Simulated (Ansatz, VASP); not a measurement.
# One calculation of BaNa3, two programs

```
CELL_PARAMETERS angstrom
7.17000 0.00000 0.00000
-3.58500 6.20940 0.00000
0.00000 0.00000 8.31180
ATOMIC_POSITIONS crystal
Na 0.49987 0.00000 0.25000
Na 0.00000 0.49987 0.25000
Na 0.50013 0.50013 0.25000
Na 0.50013 0.00000 0.75000
Na 0.49987 0.49987 0.75000
Na 0.00000 0.50013 0.75000
Ba 0.00000 0.00000 0.00000
Ba 0.00000 0.00000 0.50000
```

Alike in both runs: functional PBE; k mesh 3 × 3 × 4; occupations gaussian, width 0.1 eV; no spin polarisation.

Ansatz relaxed the structure, and its values are those at the end. VASP's run is a single point on that final structure, the one shown.

|  | VASP | Ansatz |
| --- | --- | --- |
| version | VASP 6.6.1 | Ansatz 0.2.0 |
| potentials or method | VASP PAW PBE potentials, release 64 (Na_pv, Ba_sv), cutoff 520 eV | scalar-relativistic, plane waves, PAW |
| valence electrons in the cell | 62 | 74 |

|  | VASP | Ansatz | Ansatz less VASP |
| --- | --- | --- | --- |
| gap on the k mesh at the Fermi level (eV) | none | none | - |
| pressure (GPa) | 0.1 | 0.1 | -0.01 |

A gap of «none» marks a metal or a gap that the smearing closes. VASP's potentials hold 62 valence electrons a cell and Ansatz's 74, so a difference there can come from the potentials and not from the codes.

Neither program's run includes spin-orbit coupling.
